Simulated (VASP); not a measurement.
# ZnS (F-43m) in VASP: notebook

Aim: see how the results for ZnS move with the level of theory and the settings. Levels: r2SCAN, PBE. Tasks: single point.

Program: VASP 6.6.1. These are calculated values, not measurements. Logs are shortened: lines on timing, memory, paths and dates and some standing lists are left out, and cuts for length are marked.

**Measured values to compare with.**

From “Electronic, vibrational, and thermodynamic properties of ZnS (zincblende and rocksalt structure)”, 2009, arxiv:0911.5022, for a bulk crystal of ZnS at 19 K: band gap 3.85 eV (direct).

The results are compared with them further down.

## 1. The cell of the first run

Symmetry: F-43m, No. 216, cubic system. Conventional cell: a = 5.404 Å, b = 5.404 Å, c = 5.404 Å, α = 90.00°, β = 90.00°, γ = 90.00°. Within 3.1 Å of Zn (site symmetry -43m) lie 4 S at 2.34 Å. S (site symmetry -43m) has 4 Zn at 2.34 Å within 3.1 Å.

## 2. Single point, r2SCAN

Input file POSCAR:

```
ZnS
1.0
    0.0000000000      2.7020000000      2.7020000000
    2.7020000000      0.0000000000      2.7020000000
    2.7020000000      2.7020000000      0.0000000000
Zn S
1 1
Direct
    0.7500000000      0.7500000000      0.7500000000
    0.0000000000      0.0000000000      0.0000000000
```

Input file INCAR.step1:

```
PREC = Accurate ; ENCUT = 520
ISMEAR = -1 ; SIGMA = 0.05
LREAL = False ; LASPH = True
NELM = 60 ; NBANDS = 16
GGA = PE ; ALGO = Normal
EDIFF = 1E-4 ; LWAVE = True
LCHARG = False
```

Input file INCAR.step2:

```
PREC = Accurate ; ENCUT = 520
EDIFF = 1E-6 ; ISMEAR = -1
SIGMA = 0.05 ; LREAL = False
LASPH = True ; NELM = 60
ALGO = Normal ; ISIF = 2
LWAVE = False ; LCHARG = False
METAGGA = R2SCAN ; LMIXTAU = True
NBANDS = 16 ; ISTART = 1
```

Input file KPOINTS:

```
regular mesh
0
Gamma
  9 9 9
```

Potentials or basis: VASP PAW PBE potentials, release 64 (Zn, S).

On the command line:

```
$ cat potpaw_PBE.64/Zn/POTCAR potpaw_PBE.64/S/POTCAR > POTCAR
$ cp INCAR.step1 INCAR
$ mpirun -np 1 vasp_std > vasp.out
$ cp INCAR.step2 INCAR
$ mpirun -np 1 vasp_std > vasp.out
```

OUTCAR:

```text
PREC = Accurate
   ENCUT = 520
   EDIFF = 1E-6
   ISMEAR = -1
   LREAL = False
   LASPH = True
   NELM = 60
   ISIF = 2
   METAGGA = R2SCAN
   ISTART = 1

 ion  position               nearest neighbor table
   1  0.750  0.750  0.750-   2 2.34   2 2.34   2 2.34   2 2.34
   2  0.000  0.000  0.000-   1 2.34   1 2.34   1 2.34   1 2.34

  LATTYP: Found a face centered cubic cell.
 ALAT       =     5.4040000000

  Lattice vectors:

 A1 = (   0.0000000000,   2.7020000000,   2.7020000000)
 A2 = (   2.7020000000,   0.0000000000,   2.7020000000)
 A3 = (   2.7020000000,   2.7020000000,   0.0000000000)

Analysis of symmetry for initial positions (statically):
=====================================================================
 Subroutine PRICEL returns:
 Original cell was already a primitive cell.

 Routine SETGRP: Setting up the symmetry group for a
 face centered cubic supercell.

 Subroutine GETGRP returns: Found 24 space group operations
 (whereof 24 operations were pure point group operations)
 out of a pool of 48 trial point group operations.

The static configuration has the point symmetry T_d .

Analysis of symmetry for dynamics (positions and initial velocities):
=====================================================================
 Subroutine PRICEL returns:
 Original cell was already a primitive cell.

 Routine SETGRP: Setting up the symmetry group for a
 face centered cubic supercell.

 Subroutine GETGRP returns: Found 24 space group operations
 (whereof 24 operations were pure point group operations)
 out of a pool of 48 trial point group operations.

The dynamic configuration has the point symmetry T_d .

 Subroutine INISYM returns: Found 24 space group operations
 (whereof 24 operations are pure point group operations),
 and found     1 'primitive' translations

----------------------------------------------------------------------------------------

                                     Primitive cell

  volume of cell :      39.4535

  direct lattice vectors                    reciprocal lattice vectors
     0.000000000  2.702000000  2.702000000    -0.185048113  0.185048113  0.185048113
     2.702000000  0.000000000  2.702000000     0.185048113 -0.185048113  0.185048113
     2.702000000  2.702000000  0.000000000     0.185048113  0.185048113 -0.185048113

  length of vectors
     3.821205046  3.821205046  3.821205046     0.320512733  0.320512733  0.320512733

  position of ions in fractional coordinates (direct lattice)
     0.750000000  0.750000000  0.750000000
     0.000000000  0.000000000  0.000000000

  ion indices of the primitive-cell ions
   primitive index   ion index
                 1           1
                 2           2

----------------------------------------------------------------------------------------

 KPOINTS: regular mesh

Automatic generation of k-mesh.
 Grid dimensions read from file:
 generate k-points for:    9    9    9

 Generating k-lattice:

  Cartesian coordinates                     Fractional coordinates (reciprocal lattice)
    -0.020560901  0.020560901  0.020560901     0.111111111  0.000000000  0.000000000
     0.020560901 -0.020560901  0.020560901     0.000000000  0.111111111  0.000000000
     0.020560901  0.020560901 -0.020560901     0.000000000  0.000000000  0.111111111

  Length of vectors
     0.035612526  0.035612526  0.035612526

  Shift w.r.t. Gamma in fractional coordinates (k-lattice)
     0.000000000  0.000000000  0.000000000

 Subroutine IBZKPT returns following result:
 ===========================================

 Found     35 irreducible k-points:

 Following reciprocal coordinates:
            Coordinates               Weight
  0.000000  0.000000  0.000000      1.000000
  0.111111  0.000000  0.000000      8.000000
  0.222222  0.000000  0.000000      8.000000
  0.333333  0.000000  0.000000      8.000000
  0.444444  0.000000  0.000000      8.000000
  0.111111  0.111111  0.000000      6.000000
[... 16 lines left out ...]
 -0.333333  0.333333  0.000000     12.000000
  0.444444  0.444444  0.000000      6.000000
 [... further k-points ...]
   k-points           NKPTS =     35   k-points in BZ     NKDIM =     35   number of bands    NBANDS=     16
   number of dos      NEDOS =    301   number of ions     NIONS =      2
   total plane-waves  NPLWV =  21952
   dimension x,y,z NGX =    28 NGY =   28 NGZ =   28
   dimension x,y,z NGXF=    56 NGYF=   56 NGZF=   56
   ions per type =               1   1
   NGX,Y,Z   is equivalent  to a cutoff of  12.18, 12.18, 12.18 a.u.
   NGXF,Y,Z  is equivalent  to a cutoff of  24.36, 24.36, 24.36 a.u.
 SYSTEM =  unknown system
   PREC   = accura    normal or accurate (medium, high low for compatibility)
   ISTART =      1    job   : 0-new  1-cont  2-samecut
   ICHARG =      0    charge: 1-file 2-atom 10-const
   ISPIN  =      1    spin polarized calculation?
   LNONCOLLINEAR =      F non collinear calculations
   LSORBIT =      F    spin-orbit coupling
   LASPH  =      T    aspherical Exc in radial PAW
   ENCUT  =  520.0 eV  38.22 Ry    6.18 a.u.   7.10  7.10  7.10*2*pi/ulx,y,z
   NELM   =     60;   NELMIN=  2; NELMDL=  0     # of ELM steps
   EDIFF  = 0.1E-05   stopping-criterion for ELM
   LREAL  =      F    real-space projection
   EDIFFG = 0.1E-04   stopping-criterion for IOM
   NSW    =      0    number of steps for IOM
   IBRION =     -1    ionic relax: 0-MD 1-quasi-New 2-CG
   NFREE  =      0    steps in history (QN), initial steepest desc. (CG)
   ISIF   =      2    stress and relaxation
   ISYM   =      2    0-nonsym 1-usesym 2-fastsym
   POTIM  = 0.5000    time-step for ionic-motion
   TEBEG  =    0.0;   TEEND  =   0.0 temperature during run
   PSTRESS=    0.0 pullay stress
   NELECT =      18.0000    total number of electrons
   NUPDOWN=      -1.0000    fix difference up-down
   EMIN   =  10.00;   EMAX   =-10.00  energy-range for DOS
   EFERMI =   0.00;   METHOD = LEGACY
   ISMEAR =    -1;   SIGMA  =   0.05  broadening in eV -4-tet -1-fermi 0-gaus
   EFERMI_NEDOS =   21; number of points for ismear=-14 and -15
   IALGO  =     38    algorithm
   IMIX   =      4    mixing-type and parameters
     AMIX     =   0.40;   BMIX     =  1.00
     AMIX_MAG =   1.60;   BMIX_MAG =  1.00
  volume/ion in A,a.u.               =      19.73       133.12
[... 30 lines left out ...]
 Fermi energy:         2.8690812250

 k-point     1 :       0.0000    0.0000    0.0000
  band No.  band energies     occupation
      1     -11.8444      2.00000
      2      -4.6685      2.00000
      3      -4.6685      2.00000
      4      -4.6685      2.00000
      5      -4.1225      2.00000
      6      -4.1225      2.00000
[... 8 lines left out ...]
     15      14.1350      0.00000
     16      14.3686      0.00000

 k-point     2 :       0.1111    0.0000    0.0000
  band No.  band energies     occupation
      1     -11.7495      2.00000
      2      -4.6661      2.00000
      3      -4.6507      2.00000
      4      -4.6507      2.00000
      5      -4.1239      2.00000
      6      -4.1239      2.00000
[... 8 lines left out ...]
     15      13.6086      0.00000
     16      15.0744      0.00000

 k-point     3 :       0.2222    0.0000    0.0000
  band No.  band energies     occupation
      1     -11.4935      2.00000
      2      -4.6315      2.00000
      3      -4.6085      2.00000
      4      -4.6085      2.00000
      5      -4.1228      2.00000
      6      -4.1227      2.00000
[... 8 lines left out ...]
     15      13.2584      0.00000
     16      14.8038      0.00000

 k-point     4 :       0.3333    0.0000    0.0000
  band No.  band energies     occupation
      1     -11.1693      2.00000
      2      -4.5675      2.00000
      3      -4.5675      2.00000
      4      -4.4850      2.00000
      5      -4.1111      2.00000
      6      -4.1110      2.00000
[... 8 lines left out ...]
     15      13.9945      0.00000
     16      14.2842      0.00000

 k-point     5 :       0.4444    0.0000    0.0000
  band No.  band energies     occupation
      1     -10.9335      2.00000
      2      -4.5461      2.00000
      3      -4.5461      2.00000
      4      -4.1164      2.00000
      5      -4.0958      2.00000
      6      -4.0957      2.00000
[... 8 lines left out ...]
     15      15.4734      0.00000
     16      15.4734      0.00000

 k-point     6 :       0.1111    0.1111    0.0000
  band No.  band energies     occupation
      1     -11.7178      2.00000
      2      -4.6825      2.00000
      3      -4.6360      2.00000
      4      -4.6359      2.00000
      5      -4.1359      2.00000
      6      -4.1134      2.00000
[... 8 lines left out ...]
     15      14.3027      0.00000
     16      15.4563      0.00000

 k-point     7 :       0.2222    0.1111    0.0000
  band No.  band energies     occupation
      1     -11.5150      2.00000
      2      -4.6755      2.00000
      3      -4.5933      2.00000
      4      -4.5930      2.00000
      5      -4.1444      2.00000
      6      -4.1051      2.00000
[... 8 lines left out ...]
     15      14.2106      0.00000
     16      16.0749      0.00000

 k-point     8 :       0.3333    0.1111    0.0000
  band No.  band energies     occupation
      1     -11.2108      2.00000
      2      -4.6089      2.00000
      3      -4.5472      2.00000
      4      -4.5185      2.00000
      5      -4.1337      2.00000
      6      -4.0949      2.00000
[... 8 lines left out ...]
     15      14.6735      0.00000
     16      15.4104      0.00000

 k-point     9 :       0.4444    0.1111    0.0000
  band No.  band energies     occupation
      1     -10.9391      2.00000
      2      -4.5539      2.00000
      3      -4.5212      2.00000
      4      -4.2857      2.00000
      5      -4.0879      2.00000
      6      -4.0779      2.00000
[... 8 lines left out ...]
     15      15.5318      0.00000
     16      15.8252      0.00000
[... 172 lines left out ...]
 k-point    19 :      -0.2222    0.2222    0.0000
  band No.  band energies     occupation
      1     -11.0552      2.00000
      2      -4.5399      2.00000
      3      -4.5314      2.00000
      4      -4.4676      2.00000
      5      -4.1424      2.00000
      6      -4.0767      2.00000
[... 8 lines left out ...]
     15      16.1842      0.00000
     16      16.8810      0.00000

 k-point    20 :       0.3333    0.3333    0.0000
  band No.  band energies     occupation
      1     -10.9425      2.00000
      2      -4.6976      2.00000
      3      -4.4195      2.00000
      4      -4.4195      2.00000
      5      -4.1339      2.00000
      6      -4.0642      2.00000
[... 8 lines left out ...]
     15      15.4791      0.00000
     16      19.6619      0.00000

 k-point    21 :       0.4444    0.3333    0.0000
  band No.  band energies     occupation
      1     -10.7433      2.00000
      2      -4.6481      2.00000
      3      -4.3744      2.00000
      4      -4.3569      2.00000
      5      -4.0597      2.00000
      6      -4.0366      2.00000
[... 8 lines left out ...]
     15      16.1500      0.00000
     16      17.9200      0.00000

 k-point    22 :      -0.4444    0.3333    0.0000
  band No.  band energies     occupation
      1     -10.6286      2.00000
      2      -4.5766      2.00000
      3      -4.3719      2.00000
      4      -4.2707      2.00000
      5      -4.0776      2.00000
      6      -3.8401      2.00000
[... 8 lines left out ...]
     15      15.4993      0.00000
     16      17.8620      0.00000

 k-point    23 :      -0.3333    0.3333    0.0000
  band No.  band energies     occupation
      1     -10.6609      2.00000
      2      -4.5417      2.00000
      3      -4.4123      2.00000
      4      -4.1864      2.00000
      5      -4.1073      2.00000
      6      -3.8489      2.00000
[... 8 lines left out ...]
     15      14.1035      0.00000
     16      19.1783      0.00000

 k-point    24 :       0.4444    0.4444    0.0000
  band No.  band energies     occupation
      1     -10.6266      2.00000
      2      -4.6714      2.00000
      3      -4.3218      2.00000
      4      -4.3218      2.00000
      5      -4.0471      2.00000
      6      -3.9674      2.00000
[... 8 lines left out ...]
     15      16.0888      0.00000
     16      17.6046      0.00000

 [... further k-points ...]
[... 5 lines left out ...]
  --------------------------------------------------------------------------------------
  -------------------------------------------------------------------------------------
  Total       -0.1546393     -0.1546393     -0.1546393     -0.0000000     -0.0000000      0.0000000
  in kB       -6.2797787     -6.2797787     -6.2797787     -0.0000000     -0.0000000      0.0000000
  external PRESSURE =      -6.2797787 kB  Pullay stress =       0.0000000 kB

 VOLUME and BASIS-vectors are now :
 -----------------------------------------------------------------------------
  energy-cutoff  :      520.00
  volume of cell :       39.45
      direct lattice vectors                 reciprocal lattice vectors
     0.000000000  2.702000000  2.702000000    -0.185048113  0.185048113  0.185048113
     2.702000000  0.000000000  2.702000000     0.185048113 -0.185048113  0.185048113
     2.702000000  2.702000000  0.000000000     0.185048113  0.185048113 -0.185048113

 POSITION                                       TOTAL-FORCE (eV/Angst)
 -----------------------------------------------------------------------------------
      4.05300      4.05300      4.05300        -0.000000     -0.000000     -0.000000
      0.00000      0.00000      0.00000         0.000000      0.000000      0.000000
 -----------------------------------------------------------------------------------
    total drift:                                0.000011      0.000011      0.000011

  FREE ENERGIE OF THE ION-ELECTRON SYSTEM (eV)
  ---------------------------------------------------
  free  energy   TOTEN  =       -18.8656926499 eV

  energy  without entropy=      -18.8656926499  energy(sigma->0) =      -18.86569265
```

It took 1.9 min on 1 thread of Intel Xeon 8259CL, shared host; peak memory 0.17 GiB.

Results:

| Property | Result |
| --- | --- |
| Free energy | -18.8657 eV |
| Pressure | -0.6 GPa |
| Band gap on the k mesh | 2.67 eV, direct |

Caveat: the PAW data sets were made with another functional, which shifts forces and pressure a little.

## 3. Single point, r2SCAN

This run uses another cell than the first one, of 20.52 Å³/atom, 1.040 times its volume.

Input file POSCAR:

```
ZnS
1.0
    0.0000000000      2.7375567091      2.7375567091
    2.7375567091      0.0000000000      2.7375567091
    2.7375567091      2.7375567091      0.0000000000
Zn S
1 1
Direct
    0.7500000000      0.7500000000      0.7500000000
    0.0000000000      0.0000000000      0.0000000000
```

Input file INCAR.step1:

```
ALGO = Normal
EDIFF = 1E-4
ENCUT = 520
GGA = PE
ISMEAR = -1
LASPH = True
LCHARG = False
LREAL = False
LWAVE = True
NBANDS = 16
NELM = 100
PREC = Accurate
SIGMA = 0.05
```

Input file INCAR.step2:

```
ALGO = Normal
EDIFF = 1E-6
ENCUT = 520
ISIF = 2
ISMEAR = -1
ISTART = 1
LASPH = True
LCHARG = False
LMIXTAU = True
LREAL = False
LWAVE = False
METAGGA = R2SCAN
NBANDS = 16
NELM = 100
PREC = Accurate
SIGMA = 0.05
```

Input file KPOINTS:

```
k-points
0
Gamma
  9 9 9
```

Potentials or basis: VASP PAW PBE potentials, release 64 (Zn, S).

On the command line:

```
$ cat potpaw_PBE.64/Zn/POTCAR potpaw_PBE.64/S/POTCAR > POTCAR
$ cp INCAR.step1 INCAR
$ mpirun -np 1 vasp_std > vasp.out
$ cp INCAR.step2 INCAR
$ mpirun -np 1 vasp_std > vasp.out
```

Run time: 2.5 min. Hardware: 1 thread of Intel Xeon 8259CL, shared host; peak memory 0.18 GiB.

Results (log left out):

```yaml
Free_energy: -18.8458 eV
Pressure: -3.3 GPa
Band_gap_on_the_k_mesh: 2.49 eV, direct
```

Levels at points of the mesh, in eV from the valence-band top:
```tsv
k point	band 7	band 8	band 9	band 10	band 11	band 12
(0.00, 0.00, 0.00)	0.00	0.00	0.00	2.49	6.93	6.93
```

Caveat: the PAW data sets were made with another functional, which shifts forces and pressure a little. r2SCAN opens gaps a little over a GGA but as a rule still falls short of measured ones.

## 4. Single point, PBE

Input file INCAR:

```
SYSTEM = ZnS
ALGO     = Normal         ! electronic algorithm
EDIFF    = 1E-6           ! SCF threshold, eV
ENCUT    = 520            ! plane-wave cutoff, eV
GGA      = PE             ! functional
ISIF     = 2              ! what is computed and relaxed
ISMEAR   = -1             ! smearing method
LASPH    = .TRUE.         ! aspherical terms in the spheres
LCHARG   = .TRUE.         ! write CHGCAR
LELF     = .TRUE.         ! ELF
LREAL    = .FALSE.        ! projectors in reciprocal space
LVHAR    = .TRUE.       
LWAVE    = .FALSE.        ! write WAVECAR
NBANDS   = 16             ! bands
NELM     = 80             ! most SCF steps
PREC     = Accurate       ! precision mode
SIGMA    = 0.03           ! smearing width, eV
```

Input file KPOINTS:

```
k-points
0
G
  6 6 6
  0 0 0
```

Input file POSCAR:

```
ZnS
1.0
    0.0000000000      2.7020000000      2.7020000000
    2.7020000000      0.0000000000      2.7020000000
    2.7020000000      2.7020000000      0.0000000000
Zn S
1 1
Direct
    0.7500000000      0.7500000000      0.7500000000
    0.0000000000      0.0000000000      0.0000000000
```

On the command line:

```
$ cat potpaw_PBE.64/Zn/POTCAR potpaw_PBE.64/S/POTCAR > POTCAR
$ mpirun -np 1 vasp_std > vasp.out
```

Run time: 5 s. Hardware: 1 thread of Intel Xeon 6975P-C (Granite Rapids), shared host; peak memory 0.15 GiB.

It converged, with:

- Free energy: -6.8442 eV
- Pressure: 1.8 GPa
- Band gap on the k mesh: 2.11 eV, direct

Levels at points of the mesh, in eV from the valence-band top:
| k point | band 5 | band 6 | band 7 | band 8 | band 9 | band 10 | band 11 | band 12 | band 13 | band 14 |
| --- | --- | --- | --- | --- | --- | --- | --- | --- | --- | --- |
| (0.00, 0.00, 0.00) | -5.84 | -5.84 | 0.00 | 0.00 | 0.00 | 2.11 | 6.40 | 6.40 | 6.40 | 11.76 |
| (0.50, 0.00, 0.00) | -5.81 | -5.64 | -5.29 | -0.87 | -0.87 | 3.31 | 6.93 | 6.93 | 8.88 | 12.17 |
| (0.50, 0.50, 0.00) | -5.77 | -5.63 | -4.56 | -2.22 | -2.22 | 3.41 | 4.07 | 10.98 | 11.97 | 11.97 |

## 5. The runs side by side

| level | cell | k mesh | smearing | gap on the mesh (eV) | pressure (GPa) |
| --- | --- | --- | --- | --- | --- |
| r2SCAN | a = 3.821 Å, angles 60.0°, 2 atoms | 9 × 9 × 9 | fermi-dirac 0.05 eV | 2.67 | -0.6 |
| r2SCAN | a = 3.871 Å, angles 60.0°, 2 atoms | 9 × 9 × 9 | fermi-dirac 0.05 eV | 2.49 | -3.3 |
| PBE | a = 3.821 Å, angles 60.0°, 2 atoms | 6 × 6 × 6 | fermi-dirac 0.03 eV | 2.11 | 1.8 |

Alike in all rows: task single point; potentials or basis VASP PAW PBE potentials, release 64 (Zn, S); no spin polarisation; cutoff (eV) 520.

Caveats: the PAW data sets were made with another functional, which shifts forces and pressure a little (some runs).

Absolute energies hang on the potentials; compare differences alone.

## 6. How close it comes

Step 2. Against the measured gap of ZnS, 3.85 eV (direct; 19 K; quoted in “Electronic, vibrational, and thermodynamic properties of ZnS (zincblende and rocksalt structure)”, 2009, arxiv:0911.5022), the calculated 2.67 eV is off by -1.18 eV. The value is that of r2SCAN, without temperature or zero-point motion.

Step 4. Measured gap of ZnS: 3.85 eV (direct; 19 K; quoted in “Electronic, vibrational, and thermodynamic properties of ZnS (zincblende and rocksalt structure)”, 2009, arxiv:0911.5022). This calculation gives 2.11 eV (-1.74 eV). The value is that of PBE, without temperature or zero-point motion. Semilocal functionals fall short of measured gaps as a rule.
